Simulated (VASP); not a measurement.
# LuAl3Sb4 (Cmmm) in VASP: single point with PBEsol

Aim: the single point of LuAl3Sb4 with PBEsol.

Program: VASP 6.6.1. These are calculated values, not measurements. Logs are shortened: lines on timing, memory, paths and dates and some standing lists are left out, and cuts for length are marked.

## (1) The cell of the first run

Symmetry: Cmmm, No. 65, orthorhombic system. Conventional cell: a = 8.354 Å, b = 11.547 Å, c = 4.019 Å, α = 90.00°, β = 90.00°, γ = 90.00°. Lu (site symmetry mmm) has 6 Sb at 2.98 to 3.02 Å within 3.9 Å. Within 3.8 Å of Al (site symmetry 2/m) lie 6 Sb at 2.89 to 2.90 Å. Within 3.6 Å of Al (site symmetry mmm) lie 6 Sb at 2.75 to 2.82 Å. Within 3.6 Å of Sb (site symmetry m2m) lie 5 Al at 2.75 to 2.90 Å and 1 Lu at 3.02 Å. Within 3.7 Å of Sb (site symmetry 2mm) lie 4 Al at 2.82 to 2.89 Å and 2 Lu at 2.98 Å.

## (2) Single point, PBEsol

The input, INCAR:

```
SYSTEM = LuAl3Sb4
  ALGO = Normal
  EDIFF = 1E-6
  ENCUT = 520
  GGA = PS
  ISIF = 2
  ISMEAR = -1
  LASPH = .True.
  LCHARG = .False.
  LREAL = .False.
  LWAVE = .False.
  NBANDS = 37
  NELM = 100
  PREC = Accurate
  SIGMA = 0.03
```

The input, KPOINTS:

```
k-points
0
Gamma
  4 4 6
  0 0 0
```

The input, POSCAR:

```
LuAl3Sb4
1.0
    4.1768119127     -5.7734619047      0.0000000000
    4.1768119127      5.7734619047      0.0000000000
    0.0000000000      0.0000000000      4.0188104896
Lu Al Sb
1 3 4
Direct
    0.5000000000      0.5000000000      0.0000000000
    0.0000000000      0.5000000000      0.5000000000
    0.5000000000      0.0000000000      0.5000000000
    0.0000000000      0.0000000000      0.0000000000
    0.2384331098      0.7615668902      0.0000000000
    0.7636315941      0.7636315941      0.5000000000
    0.2363684059      0.2363684059      0.5000000000
    0.7615668902      0.2384331098      0.0000000000
```

Potentials or basis: VASP PAW PBE potentials, release 64 (Lu, Al, Sb).

Started as:

```sh
> cat potpaw_PBE.64/Lu/POTCAR potpaw_PBE.64/Al/POTCAR potpaw_PBE.64/Sb/POTCAR > POTCAR
> mpirun -np 1 vasp_std > vasp.out
```

OUTCAR:

```text
SYSTEM = LuAl3Sb4
   EDIFF = 1E-6
   ENCUT = 520
   GGA = PS
   ISIF = 2
   ISMEAR = -1
   LASPH = .True.
   LREAL = .False.
   NELM = 100
   PREC = Accurate

 ion  position               nearest neighbor table
   1  0.500  0.500  0.000-   6 2.98   7 2.98   6 2.98   7 2.98   5 3.02   8 3.02
   2  0.000  0.500  0.500-   6 2.89   7 2.89   5 2.90   8 2.90   5 2.90   8 2.90
   3  0.500  0.000  0.500-   6 2.89   7 2.89   5 2.90   8 2.90   5 2.90   8 2.90
   4  0.000  0.000  0.000-   5 2.75   8 2.75   7 2.82   6 2.82   6 2.82   7 2.82
   5  0.238  0.762  0.000-   4 2.75   3 2.90   2 2.90   2 2.90   3 2.90   1 3.02
   6  0.764  0.764  0.500-   4 2.82   4 2.82   2 2.89   3 2.89   1 2.98   1 2.98
   7  0.236  0.236  0.500-   4 2.82   4 2.82   2 2.89   3 2.89   1 2.98   1 2.98
   8  0.762  0.238  0.000-   4 2.75   3 2.90   2 2.90   2 2.90   3 2.90   1 3.02

  LATTYP: Found a base centered orthorhombic cell.
 ALAT       =     8.3536238254
 B/A-ratio  =     1.3822652361
 C/A-ratio  =     0.4810858824

  Lattice vectors:

 A1 = (   4.1768119127,  -5.7734619047,   0.0000000000)
 A2 = (   4.1768119127,   5.7734619047,   0.0000000000)
 A3 = (   0.0000000000,   0.0000000000,   4.0188104896)

Analysis of symmetry for initial positions (statically):
=====================================================================
 Subroutine PRICEL returns:
 Original cell was already a primitive cell.

 Routine SETGRP: Setting up the symmetry group for a
 base centered orthorhombic supercell.

 Subroutine GETGRP returns: Found  8 space group operations
 (whereof  8 operations were pure point group operations)
 out of a pool of  8 trial point group operations.

The static configuration has the point symmetry D_2h.

Analysis of symmetry for dynamics (positions and initial velocities):
=====================================================================
 Subroutine PRICEL returns:
 Original cell was already a primitive cell.

 Routine SETGRP: Setting up the symmetry group for a
 base centered orthorhombic supercell.

 Subroutine GETGRP returns: Found  8 space group operations
 (whereof  8 operations were pure point group operations)
 out of a pool of  8 trial point group operations.

The dynamic configuration has the point symmetry D_2h.

 Subroutine INISYM returns: Found  8 space group operations
 (whereof  8 operations are pure point group operations),
 and found     1 'primitive' translations

----------------------------------------------------------------------------------------

                                     Primitive cell

  volume of cell :     193.8245

  direct lattice vectors                    reciprocal lattice vectors
     4.176811913 -5.773461905  0.000000000     0.119708527 -0.086603152  0.000000000
     4.176811913  5.773461905  0.000000000     0.119708527  0.086603152  0.000000000
     0.000000000  0.000000000  4.018810490     0.000000000  0.000000000  0.248829847

  length of vectors
     7.125911880  7.125911880  4.018810490     0.147750592  0.147750592  0.248829847

  position of ions in fractional coordinates (direct lattice)
     0.500000000  0.500000000  0.000000000
     0.000000000  0.500000000  0.500000000
     0.500000000  0.000000000  0.500000000
     0.000000000  0.000000000  0.000000000
     0.238433110  0.761566890  0.000000000
     0.763631594  0.763631594  0.500000000
     0.236368406  0.236368406  0.500000000
     0.761566890  0.238433110  0.000000000

  ion indices of the primitive-cell ions
   primitive index   ion index
                 1           1
                 2           2
                 3           3
                 4           4
                 5           5
                 6           6
                 7           7
                 8           8

----------------------------------------------------------------------------------------

 KPOINTS: k-points

Automatic generation of k-mesh.
 Grid dimensions read from file:
 generate k-points for:    4    4    6

 Generating k-lattice:

  Cartesian coordinates                     Fractional coordinates (reciprocal lattice)
     0.029927132 -0.021650788  0.000000000     0.250000000  0.000000000  0.000000000
     0.029927132  0.021650788  0.000000000     0.000000000  0.250000000  0.000000000
     0.000000000  0.000000000  0.041471641     0.000000000  0.000000000  0.166666667

  Length of vectors
     0.036937648  0.036937648  0.041471641

  Shift w.r.t. Gamma in fractional coordinates (k-lattice)
     0.000000000  0.000000000  0.000000000

 Subroutine IBZKPT returns following result:
 ===========================================

 Found     28 irreducible k-points:

 Following reciprocal coordinates:
            Coordinates               Weight
  0.000000  0.000000  0.000000      1.000000
  0.250000  0.000000  0.000000      4.000000
  0.500000  0.000000  0.000000      2.000000
  0.250000  0.250000  0.000000      2.000000
  0.500000  0.250000  0.000000      4.000000
 -0.250000  0.250000  0.000000      2.000000
[... 16 lines left out ...]
  0.250000  0.000000  0.500000      4.000000
  0.500000  0.000000  0.500000      2.000000
 [... further k-points ...]
   k-points           NKPTS =     28   k-points in BZ     NKDIM =     28   number of bands    NBANDS=     37
   number of dos      NEDOS =    301   number of ions     NIONS =      8
   total plane-waves  NPLWV =  87480
   dimension x,y,z NGX =    54 NGY =   54 NGZ =   30
   dimension x,y,z NGXF=   108 NGYF=  108 NGZF=   60
   ions per type =               1   3   4
   NGX,Y,Z   is equivalent  to a cutoff of  12.60, 12.60, 12.41 a.u.
   NGXF,Y,Z  is equivalent  to a cutoff of  25.20, 25.20, 24.82 a.u.
 SYSTEM =  LuAl3Sb4
   PREC   = accura    normal or accurate (medium, high low for compatibility)
   ISTART =      0    job   : 0-new  1-cont  2-samecut
   ICHARG =      2    charge: 1-file 2-atom 10-const
   ISPIN  =      1    spin polarized calculation?
   LNONCOLLINEAR =      F non collinear calculations
   LSORBIT =      F    spin-orbit coupling
   LASPH  =      T    aspherical Exc in radial PAW
   ENCUT  =  520.0 eV  38.22 Ry    6.18 a.u.  13.25 13.25  7.47*2*pi/ulx,y,z
   NELM   =    100;   NELMIN=  2; NELMDL= -5     # of ELM steps
   EDIFF  = 0.1E-05   stopping-criterion for ELM
   LREAL  =      F    real-space projection
   EDIFFG = 0.1E-04   stopping-criterion for IOM
   NSW    =      0    number of steps for IOM
   IBRION =     -1    ionic relax: 0-MD 1-quasi-New 2-CG
   NFREE  =      0    steps in history (QN), initial steepest desc. (CG)
   ISIF   =      2    stress and relaxation
   ISYM   =      2    0-nonsym 1-usesym 2-fastsym
   POTIM  = 0.5000    time-step for ionic-motion
   TEBEG  =    0.0;   TEEND  =   0.0 temperature during run
   PSTRESS=    0.0 pullay stress
   NELECT =      54.0000    total number of electrons
   NUPDOWN=      -1.0000    fix difference up-down
   EMIN   =  10.00;   EMAX   =-10.00  energy-range for DOS
   EFERMI =   0.00;   METHOD = LEGACY
   ISMEAR =    -1;   SIGMA  =   0.03  broadening in eV -4-tet -1-fermi 0-gaus
   EFERMI_NEDOS =   21; number of points for ismear=-14 and -15
   IALGO  =     38    algorithm
   IMIX   =      4    mixing-type and parameters
     AMIX     =   0.40;   BMIX     =  1.00
     AMIX_MAG =   1.60;   BMIX_MAG =  1.00
  volume/ion in A,a.u.               =      24.23       163.50
  Fermi-wavevector in a.u.,A,eV,Ry     =   1.069227  2.020546 15.554805  1.143246
  Thomas-Fermi vector in A             =   2.204900
   LORBIT       =      0    0 simple, 1 ext, 2 COOP (PROOUT), +10 PAW based schemes
   GGA     = PS    functional components
   LHFCALC =     F    Hartree Fock is set to
   AEXX    =    0.0000 exact exchange contribution
   IVDW    =     0    specifies the selected vdW correction
   LEPSILON=     F    determine dielectric tensor
   LRPA    =     F    only Hartree local field effects (RPA)
 non-spin polarized calculation
  energy-cutoff  :      520.00
  volume of cell :      193.82
 maximum number of plane-waves:      5254
 NGX is ok and might be reduce to    54
   NGX = 27   NGY = 27   NGZ = 15

 number of electron      53.9999999 magnetization

 Free energy of the ion-electron system (eV)
  ---------------------------------------------------
  ext. energy  EPLUGINS =         0.00000000
  ---------------------------------------------------
  free energy    TOTEN  =       -36.66950240 eV

  energy without entropy =      -36.66297660  energy(sigma->0) =      -36.66623950

 E-fermi :   6.5554     XC(G=0): -10.1134

 val. band max:        6.5155673590   @ k =   0.0000   0.0000   0.0000
 cond. band min:       6.5688938543   @ k =   0.5000   0.2500   0.1667
 fundamental gap:      0.0533264952
 Fermi energy:         6.5553835416

 k-point     1 :       0.0000    0.0000    0.0000
  band No.  band energies     occupation
      1     -49.9833      2.00000
      2     -20.6953      2.00000
      3     -20.6835      2.00000
      4     -20.6138      2.00000
      5      -4.9686      2.00000
      6      -2.9076      2.00000
[... 29 lines left out ...]
     36      10.2113      0.00000
     37      10.4043      0.00000

 k-point     2 :       0.2500    0.0000    0.0000
  band No.  band energies     occupation
      1     -49.9833      2.00000
      2     -20.6954      2.00000
      3     -20.6835      2.00000
      4     -20.6138      2.00000
      5      -4.7879      2.00000
      6      -3.3794      2.00000
[... 29 lines left out ...]
     36       9.8372      0.00000
     37       9.8825      0.00000
[... 838 lines left out ...]
     36      10.7170      0.00000
     37      10.8001      0.00000

 k-point    24 :       0.5000    0.0000    0.5000
  band No.  band energies     occupation
      1     -49.9821      2.00000
      2     -20.6901      2.00000
      3     -20.6790      2.00000
      4     -20.6707      2.00000
      5      -2.8822      2.00000
      6      -2.6651      2.00000
[... 29 lines left out ...]
     36      10.6853      0.00000
     37      11.2260      0.00000

 [... further k-points ...]

------------------------ aborting loop because EDIFF is reached ----------------------------------------

  FORCE on cell =-STRESS in cart. coord.  units (eV):
  Direction    XX          YY          ZZ          XY          YZ          ZX
  --------------------------------------------------------------------------------------
  -------------------------------------------------------------------------------------
  Total        0.3744307      0.3496240      0.3274755      0.0000000      0.0000000      0.0000000
  in kB        3.0950901      2.8900349      2.7069522      0.0000000      0.0000000      0.0000000
  external PRESSURE =       2.8973591 kB  Pullay stress =       0.0000000 kB

 VOLUME and BASIS-vectors are now :
 -----------------------------------------------------------------------------
  energy-cutoff  :      520.00
  volume of cell :      193.82
      direct lattice vectors                 reciprocal lattice vectors
     4.176811913 -5.773461905  0.000000000     0.119708527 -0.086603152  0.000000000
     4.176811913  5.773461905  0.000000000     0.119708527  0.086603152  0.000000000
     0.000000000  0.000000000  4.018810490     0.000000000  0.000000000  0.248829847

 POSITION                                       TOTAL-FORCE (eV/Angst)
 -----------------------------------------------------------------------------------
      4.17681      0.00000      0.00000         0.000000      0.000000      0.000000
      2.08841      2.88673      2.00941        -0.000000      0.000000      0.000000
      2.08841     -2.88673      2.00941         0.000000      0.000000      0.000000
      0.00000      0.00000      0.00000         0.000000      0.000000      0.000000
      4.17681      3.02029      0.00000         0.000000     -0.002160     -0.000000
      6.37909      0.00000      2.00941        -0.003005      0.000000      0.000000
      1.97453      0.00000      2.00941         0.003005      0.000000     -0.000000
      4.17681     -3.02029      0.00000         0.000000      0.002160      0.000000
 -----------------------------------------------------------------------------------
    total drift:                                0.000000      0.000000      0.000000

  FREE ENERGIE OF THE ION-ELECTRON SYSTEM (eV)
  ---------------------------------------------------
  free  energy   TOTEN  =       -36.6695023968 eV

  energy  without entropy=      -36.6629766037  energy(sigma->0) =      -36.66623950
```

Run time: 4.8 min. Hardware: 1 thread of Oxide Virtual Turin-like, shared host; peak memory 0.37 GiB.

What came out:

* Free energy: -36.6695 eV
* Pressure: 0.3 GPa
* Largest force: 0.003 eV/Å
* Band gap on the k mesh: zero (band 27 reaches 7.05 eV, above the bottom of band 28 at 5.87 eV)

Forces in eV/Å, atoms in the order of the input:
```
Lu   0.000  0.000  0.000
Al   0.000  0.000  0.000
Al   0.000  0.000  0.000
Al   0.000  0.000  0.000
Sb   0.000 -0.002  0.000
Sb  -0.003  0.000  0.000
Sb   0.003  0.000  0.000
Sb   0.000  0.002  0.000
```

Caveat: the PAW data sets were made with another functional, which shifts forces and pressure a little; spin-orbit coupling is left out, which moves the levels of the heavy elements.
